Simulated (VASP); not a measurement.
# Ir (I4/mmm) in VASP: further runs

The runs below take Ir through single point, with PBEsol.

Program: VASP 6.6.1. These are calculated values, not measurements. Logs are shortened: lines on timing, memory, paths and dates and some standing lists are left out, and cuts for length are marked.

## 1. The cell of the first run

The structure is tetragonal, space group I4/mmm (No. 139). The conventional cell has a = 2.708 Å, b = 2.708 Å, c = 3.658 Å, α = 90.00°, β = 90.00°, γ = 90.00°. Within 3.5 Å of Ir (site symmetry 4/mmm) lie 12 Ir at 2.65 to 2.71 Å.

## 2. Single point, PBEsol (strain -0.0450 x Voigt [1, 0, 0, 0, 0, 0])

INCAR

```
PREC = Accurate
ENCUT = 520
EDIFF = 1E-7
ISMEAR = 0
SIGMA = 0.15
LREAL = False
LASPH = True
NELM = 80
ALGO = Fast
ISIF = 2
LWAVE = False
LCHARG = True
GGA = PS
LELF = True
LVHAR = True
NBANDS = 10
```

KPOINTS

```
regular mesh
0
Gamma
  26 26 26
```

POSCAR

```
Ir
1.0
    0.0000000000      1.9151152071      1.9151152071
    1.8289350228      0.0000000000      1.9151152071
    1.8289350228      1.9151152071      0.0000000000
Ir
1
Direct
    0.0000000000      0.0000000000      0.0000000000
```

Potentials or basis: VASP PAW PBE potentials, release 64 (Ir).

The run is started by

```bash
> cat potpaw_PBE.64/Ir/POTCAR > POTCAR
> mpirun -np 1 vasp_std > vasp.out
```

OUTCAR:

```text
PREC = Accurate
   ENCUT = 520
   EDIFF = 1E-7
   ISMEAR = 0
   LREAL = False
   LASPH = True
   NELM = 80
   ISIF = 2
   GGA = PS

 ion  position               nearest neighbor table
   1  0.000  0.000  0.000-

  LATTYP: Found a body centered tetragonal cell.
 ALAT       =     2.7083818994
 C/A-ratio  =     1.3505739521

  Lattice vectors:

 A1 = (  -1.8289350228,   0.0000000000,  -1.9151152071)
 A2 = (  -1.8289350228,   0.0000000000,   1.9151152071)
 A3 = (   1.8289350228,   1.9151152071,   0.0000000000)

Analysis of symmetry for initial positions (statically):
=====================================================================
 Subroutine PRICEL returns:
 Original cell was already a primitive cell.

 Routine SETGRP: Setting up the symmetry group for a
 body centered tetragonal supercell.

 Subroutine GETGRP returns: Found 16 space group operations
 (whereof 16 operations were pure point group operations)
 out of a pool of 16 trial point group operations.

The static configuration has the point symmetry D_4h.

Analysis of symmetry for dynamics (positions and initial velocities):
=====================================================================
 Subroutine PRICEL returns:
 Original cell was already a primitive cell.

 Routine SETGRP: Setting up the symmetry group for a
 body centered tetragonal supercell.

 Subroutine GETGRP returns: Found 16 space group operations
 (whereof 16 operations were pure point group operations)
 out of a pool of 16 trial point group operations.

The dynamic configuration has the point symmetry D_4h.

 Subroutine INISYM returns: Found 16 space group operations
 (whereof 16 operations are pure point group operations),
 and found     1 'primitive' translations

----------------------------------------------------------------------------------------

                                     Primitive cell

  volume of cell :      13.4158

  direct lattice vectors                    reciprocal lattice vectors
     0.000000000  1.915115207  1.915115207    -0.273383140  0.261080899  0.261080899
     1.828935023  0.000000000  1.915115207     0.273383140 -0.261080899  0.261080899
     1.828935023  1.915115207  0.000000000     0.273383140  0.261080899 -0.261080899

  length of vectors
     2.708381899  2.648144553  2.648144553     0.459417907  0.459417907  0.459417907

  position of ions in fractional coordinates (direct lattice)
     0.000000000  0.000000000  0.000000000
[... 75 lines left out ...]
   NELM   =     80;   NELMIN=  2; NELMDL= -5     # of ELM steps
   EDIFF  = 0.1E-06   stopping-criterion for ELM
   LREAL  =      F    real-space projection
   EDIFFG = 0.1E-05   stopping-criterion for IOM
   NSW    =      0    number of steps for IOM
   IBRION =     -1    ionic relax: 0-MD 1-quasi-New 2-CG
   NFREE  =      0    steps in history (QN), initial steepest desc. (CG)
   ISIF   =      2    stress and relaxation
   ISYM   =      2    0-nonsym 1-usesym 2-fastsym
   POTIM  = 0.5000    time-step for ionic-motion
   TEBEG  =    0.0;   TEEND  =   0.0 temperature during run
   PSTRESS=    0.0 pullay stress
   NELECT =       9.0000    total number of electrons
   NUPDOWN=      -1.0000    fix difference up-down
   EMIN   =  10.00;   EMAX   =-10.00  energy-range for DOS
   EFERMI =   0.00;   METHOD = LEGACY
   ISMEAR =     0;   SIGMA  =   0.15  broadening in eV -4-tet -1-fermi 0-gaus
   EFERMI_NEDOS =   21; number of points for ismear=-14 and -15
   IALGO  =     68    algorithm
   IMIX   =      4    mixing-type and parameters
     AMIX     =   0.40;   BMIX     =  1.00
     AMIX_MAG =   1.60;   BMIX_MAG =  1.00
  volume/ion in A,a.u.               =      13.42        90.53
  Fermi-wavevector in a.u.,A,eV,Ry     =   1.433121  2.708207 27.944147  2.053837
  Thomas-Fermi vector in A             =   2.552674
   LORBIT       =      0    0 simple, 1 ext, 2 COOP (PROOUT), +10 PAW based schemes
   GGA     = PS    functional components
   LHFCALC =     F    Hartree Fock is set to
   AEXX    =    0.0000 exact exchange contribution
   IVDW    =     0    specifies the selected vdW correction
   LEPSILON=     F    determine dielectric tensor
   LRPA    =     F    only Hartree local field effects (RPA)
 non-spin polarized calculation
 RMM-DIIS sequential band-by-band and
 Gauss-broadening in eV      SIGMA  =   0.15
  energy-cutoff  :      520.00
  volume of cell :       13.42
 maximum number of plane-waves:       376
   NGX =  9   NGY =  9   NGZ =  9

 number of electron       9.0000000 magnetization

 Free energy of the ion-electron system (eV)
  ---------------------------------------------------
  ext. energy  EPLUGINS =         0.00000000
  ---------------------------------------------------
  free energy    TOTEN  =        -9.75731200 eV

  energy without entropy =       -9.74861180  energy(sigma->0) =       -9.75296190

 E-fermi :  11.1765     XC(G=0): -14.4143

 val. band max:       11.1760992268   @ k =   0.2692  -0.3462   0.0385
 cond. band min:      11.1788291948   @ k =   0.3846   0.5000   0.0385
 fundamental gap:      0.0027299680
 Fermi energy:        11.1765049442

 k-point     1 :       0.0000    0.0000    0.0000
  band No.  band energies     occupation
      1      -0.5804      2.00000
      2       6.7726      2.00000
      3       6.7726      2.00000
      4       7.3931      2.00000
      5       9.4780      2.00000
      6      10.3159      2.00000
      7      25.4346      0.00000
      8      30.7614      0.00000
      9      30.7614      0.00000
     10      32.4186      0.00000
[... 287 lines left out ...]
 k-point    24 :       0.3846    0.0385   -0.0000
  band No.  band energies     occupation
      1       2.5281      2.00000
      2       6.7005      2.00000
      3       7.4374      2.00000
      4       8.0567      2.00000
      5      11.3321      0.14239
      6      11.5875      0.00011
      7      21.7164      0.00000
      8      26.1237      0.00000
      9      32.8295      0.00000
     10      33.5805      0.00000

 [... further k-points ...]
[... 5 lines left out ...]
  --------------------------------------------------------------------------------------
  -------------------------------------------------------------------------------------
  Total        2.9332555      1.2949284      1.2949284      0.0000000      0.0000000      0.0000000
  in kB      350.3018256    154.6458504    154.6458504      0.0000000      0.0000000      0.0000000
  external PRESSURE =     219.8645088 kB  Pullay stress =       0.0000000 kB

 VOLUME and BASIS-vectors are now :
 -----------------------------------------------------------------------------
  energy-cutoff  :      520.00
  volume of cell :       13.42
      direct lattice vectors                 reciprocal lattice vectors
     0.000000000  1.915115207  1.915115207    -0.273383140  0.261080899  0.261080899
     1.828935023  0.000000000  1.915115207     0.273383140 -0.261080899  0.261080899
     1.828935023  1.915115207  0.000000000     0.273383140  0.261080899 -0.261080899

 POSITION                                       TOTAL-FORCE (eV/Angst)
 -----------------------------------------------------------------------------------
      0.00000      0.00000      0.00000         0.000000      0.000000      0.000000
 -----------------------------------------------------------------------------------
    total drift:                               -0.000000     -0.000000     -0.000000

  FREE ENERGIE OF THE ION-ELECTRON SYSTEM (eV)
  ---------------------------------------------------
  free  energy   TOTEN  =        -9.7573119971 eV

  energy  without entropy=       -9.7486117953  energy(sigma->0) =       -9.75296190
```

Wall time 3.4 min (1 thread of AMD EPYC 9R45 (Zen 5), shared host); peak memory 0.27 GiB.

Results:

```
Free energy : -9.7573 eV
Pressure    : 22.0 GPa
```

Levels at points of the mesh, in eV from the Fermi level:
```tsv
k point	band 1	band 2	band 3	band 4	band 5	band 6	band 7	band 8
(0.00, 0.00, 0.00)	-11.76	-4.40	-4.40	-3.78	-1.70	-0.86	14.26	19.58
(0.50, 0.00, 0.00)	-8.70	-4.67	-3.97	-0.93	0.82	1.22	7.83	13.72
(0.50, 0.50, 0.00)	-8.58	-7.91	0.99	1.32	1.33	1.94	10.82	11.93
(0.00, 0.50, 0.50)	-8.53	-8.00	0.97	1.69	1.69	2.37	11.37	11.37
```

Caveat: the cell differs from its parent crystal (strain -0.0450 x Voigt [1, 0, 0, 0, 0, 0]); the PAW data sets were made with another functional, which shifts forces and pressure a little; spin-orbit coupling is left out, which moves the levels of the heavy elements.

## 3. Single point, PBEsol (strain -0.0300 x Voigt [1, 0, 0, 0, 0, 0])

INCAR: that of step 2 with these lines changed.

```diff
@@ -2,3 +2,3 @@
 ENCUT = 520
-EDIFF = 1E-7
+EDIFF = 1E-6
 ISMEAR = 0
@@ -7,3 +7,3 @@
 LASPH = True
-NELM = 80
+NELM = 60
 ALGO = Fast
```

KPOINTS

```
Automatic mesh
0
Gamma
  26 26 26
```

POSCAR

```
Ir
1.0
    0.0000000000      1.9151152071      1.9151152071
    1.8576617509      0.0000000000      1.9151152071
    1.8576617509      1.9151152071      0.0000000000
Ir
1
Direct
    0.0000000000      0.0000000000      0.0000000000
```

Potentials or basis: VASP PAW PBE potentials, release 64 (Ir).

The run is started by

```bash
> cat potpaw_PBE.64/Ir/POTCAR > POTCAR
> mpirun -np 1 vasp_std > vasp.out
```

Run time: 2.2 min. Hardware: 1 thread of AMD EPYC 9R45 (Zen 5), shared host; peak memory 0.27 GiB.

Results (log left out):

```
Free energy : -9.7953 eV
Pressure    : 13.9 GPa
```

Stress tensor (GPa, compression positive):
```
22.37  0.00  0.00
 0.00  9.70  0.00
 0.00  0.00  9.70
```

Levels at points of the mesh, in eV from the Fermi level:
```tsv
k point	band 1	band 2	band 3	band 4	band 5	band 6	band 7	band 8	band 9
(0.00, 0.00, 0.00)	-11.59	-4.25	-4.25	-3.84	-1.52	-0.97	14.27	19.71	19.71
(0.50, 0.00, 0.00)	-8.53	-4.45	-4.00	-0.90	0.86	1.11	7.65	13.77	19.85
(0.50, 0.50, 0.00)	-8.39	-7.75	0.97	1.39	1.44	1.79	10.73	11.86	12.26
(0.00, 0.50, 0.50)	-8.35	-7.80	0.94	1.63	1.63	2.12	11.48	11.48	11.59
```

Caveat: the cell differs from its parent crystal (strain -0.0300 x Voigt [1, 0, 0, 0, 0, 0]); the PAW data sets were made with another functional, which shifts forces and pressure a little; spin-orbit coupling is left out, which moves the levels of the heavy elements.

## 4. Single point, PBEsol (strain +0.0150 x Voigt [1, 0, 0, 0, 0, 0])

INCAR

```
ALGO = Fast ; EDIFF = 1E-6
ENCUT = 520 ; GGA = PS
ISIF = 2 ; ISMEAR = 0
LASPH = True ; LCHARG = False
LREAL = False ; LWAVE = False
NBANDS = 10 ; NELM = 100
PREC = Accurate ; SIGMA = 0.15
```

KPOINTS

```
k-points
0
Gamma
  26 26 26
```

POSCAR

```
Ir
1.0
    0.0000000000      1.9151152071      1.9151152071
    1.9438419352      0.0000000000      1.9151152071
    1.9438419352      1.9151152071      0.0000000000
Ir
1
Direct
    0.0000000000      0.0000000000      0.0000000000
```

The run is started by

```bash
> cat potpaw_PBE.64/Ir/POTCAR > POTCAR
> mpirun -np 1 vasp_std > vasp.out
```

It took 1.9 min on 1 thread of AMD EPYC 9R45 (Zen 5), shared host; peak memory 0.27 GiB.

Results (log left out):

```yaml
Free_energy: -9.8210 eV
Pressure: -4.7 GPa
```

Stress tensor (GPa, compression positive):
```
-8.46  0.00  0.00
 0.00 -2.81  0.00
 0.00  0.00 -2.81
```

Levels at points of the mesh, in eV from the Fermi level:
| k point | band 1 | band 2 | band 3 | band 4 | band 5 | band 6 | band 7 | band 8 | band 9 |
| --- | --- | --- | --- | --- | --- | --- | --- | --- | --- |
| (0.00, 0.00, 0.00) | -11.09 | -3.97 | -3.77 | -3.77 | -1.29 | -1.03 | 14.36 | 19.57 | 20.04 |
| (0.50, 0.00, 0.00) | -8.04 | -4.04 | -3.83 | -0.78 | 0.85 | 0.96 | 7.17 | 13.87 | 19.59 |
| (0.50, 0.50, 0.00) | -7.83 | -7.27 | 0.88 | 1.38 | 1.58 | 1.77 | 10.51 | 11.47 | 11.63 |
| (0.00, 0.50, 0.50) | -7.85 | -7.25 | 0.90 | 1.46 | 1.46 | 1.46 | 10.10 | 11.82 | 11.82 |

Caveat: the cell differs from its parent crystal (strain +0.0150 x Voigt [1, 0, 0, 0, 0, 0]); the PAW data sets were made with another functional, which shifts forces and pressure a little; spin-orbit coupling is left out, which moves the levels of the heavy elements.

## 5. Single point, PBEsol (strain +0.0450 x Voigt [1, 0, 0, 0, 0, 0])

INCAR

```
SYSTEM = Ir
ALGO = Fast
EDIFF = 1E-6
ENCUT = 520
GGA = PS
ISIF = 2
ISMEAR = 0
LASPH = .TRUE.
LCHARG = .TRUE.
LELF = .TRUE.
LREAL = .FALSE.
LVHAR = .TRUE.
LWAVE = .FALSE.
NBANDS = 10
NELM = 80
PREC = Accurate
SIGMA = 0.15
```

KPOINTS

```
k-points
0
G
  26 26 26
  0 0 0
```

POSCAR

```
Ir
1.0
    0.0000000000      1.9151152071      1.9151152071
    2.0012953914      0.0000000000      1.9151152071
    2.0012953914      1.9151152071      0.0000000000
Ir
1
Direct
    0.0000000000      0.0000000000      0.0000000000
```

Potentials or basis: VASP PAW PBE potentials, release 64 (Ir).

The run is started by

```bash
> cat potpaw_PBE.64/Ir/POTCAR > POTCAR
> mpirun -np 1 vasp_std > vasp.out
```

OUTCAR:

```text
SYSTEM = Ir
   EDIFF = 1E-6
   ENCUT = 520
   GGA = PS
   ISIF = 2
   ISMEAR = 0
   LASPH = .TRUE.
   LREAL = .FALSE.
   NELM = 80
   PREC = Accurate

 ion  position               nearest neighbor table
   1  0.000  0.000  0.000-

  LATTYP: Found a body centered tetragonal cell.
 ALAT       =     2.7083818994
 C/A-ratio  =     1.4778531727

  Lattice vectors:

 A1 = (   2.0012953914,   0.0000000000,   1.9151152071)
[... 483 lines left out ...]
  band No.  band energies     occupation
      1       1.8645      2.00000
      2       5.7810      2.00000
      3       6.2918      2.00000
      4       6.8282      2.00000
      5       9.7003      0.30695
      6      10.0040      0.00010
      7      19.2708      0.00000
      8      24.4566      0.00000
      9      29.9572      0.00000
     10      31.1676      0.00000

 [... further k-points ...]
[... 5 lines left out ...]
  --------------------------------------------------------------------------------------
  -------------------------------------------------------------------------------------
  Total       -2.2352914     -0.8283364     -0.8283364      0.0000000      0.0000000      0.0000000
  in kB     -243.9572459    -90.4037255    -90.4037255      0.0000000      0.0000000      0.0000000
  external PRESSURE =    -141.5882323 kB  Pullay stress =       0.0000000 kB

 VOLUME and BASIS-vectors are now :
 -----------------------------------------------------------------------------
  energy-cutoff  :      520.00
  volume of cell :       14.68
      direct lattice vectors                 reciprocal lattice vectors
     0.000000000  1.915115207  1.915115207    -0.249838181  0.261080899  0.261080899
     2.001295391  0.000000000  1.915115207     0.249838181 -0.261080899  0.261080899
     2.001295391  1.915115207  0.000000000     0.249838181  0.261080899 -0.261080899

 POSITION                                       TOTAL-FORCE (eV/Angst)
 -----------------------------------------------------------------------------------
      0.00000      0.00000      0.00000         0.000000     -0.000000      0.000000
 -----------------------------------------------------------------------------------
    total drift:                                0.000000     -0.000000     -0.000000

  FREE ENERGIE OF THE ION-ELECTRON SYSTEM (eV)
  ---------------------------------------------------
  free  energy   TOTEN  =        -9.7775125601 eV

  energy  without entropy=       -9.7674581169  energy(sigma->0) =       -9.77248534
```

Wall time 2.8 min (1 thread of AMD EPYC 9R45 (Zen 5), shared host); peak memory 0.29 GiB.

What came out:

- Free energy: -9.7775 eV
- Pressure: -14.2 GPa

Levels at points of the mesh, in eV from the Fermi level:
```tsv
k point	band 2	band 3	band 4	band 5	band 6	band 7
(0.00, 0.00, 0.00)	-4.03	-3.46	-3.46	-1.49	-0.74	14.44
(0.50, 0.00, 0.00)	-4.04	-3.46	-0.69	0.72	1.00	6.90
(0.50, 0.50, 0.00)	-6.94	0.79	1.12	1.69	1.99	10.39
(0.00, 0.50, 0.50)	-6.93	0.90	1.09	1.36	1.36	9.22
```

Caveat: the cell differs from its parent crystal (strain +0.0450 x Voigt [1, 0, 0, 0, 0, 0]); the PAW data sets were made with another functional, which shifts forces and pressure a little; spin-orbit coupling is left out, which moves the levels of the heavy elements.

## 6. Overview

```csv
cell,further INCAR settings,gap on the mesh (eV),pressure (GPa)
"a = 2.708, b = 2.648, c = 2.648 Å, angles 61.5, 59.2, 59.2°, 1 atom",ALGO = Fast; EDIFF = 1e-07; NBANDS = 10,none,22.0
"a = 2.708, b = 2.668, c = 2.668 Å, angles 61.0, 59.5, 59.5°, 1 atom",ALGO = Fast; EDIFF = 1e-06; NBANDS = 10,none,13.9
"a = 2.708, b = 2.729, c = 2.729 Å, angles 59.5, 60.2, 60.2°, 1 atom",ALGO = Fast; EDIFF = 1e-06; NBANDS = 10,none,-4.7
"a = 2.708, b = 2.770, c = 2.770 Å, angles 58.5, 60.7, 60.7°, 1 atom",ALGO = Fast; EDIFF = 1e-06; NBANDS = 10,none,-14.2
```

Alike in all rows: task single point; level PBEsol; potentials or basis VASP PAW PBE potentials, release 64 (Ir); no spin polarisation; k mesh 26 × 26 × 26; cutoff (eV) 520; smearing gaussian 0.15 eV.

Caveats: the PAW data sets were made with another functional, which shifts forces and pressure a little; spin-orbit coupling is left out, which moves the levels of the heavy elements.

Absolute energies hang on the potentials; compare differences alone.
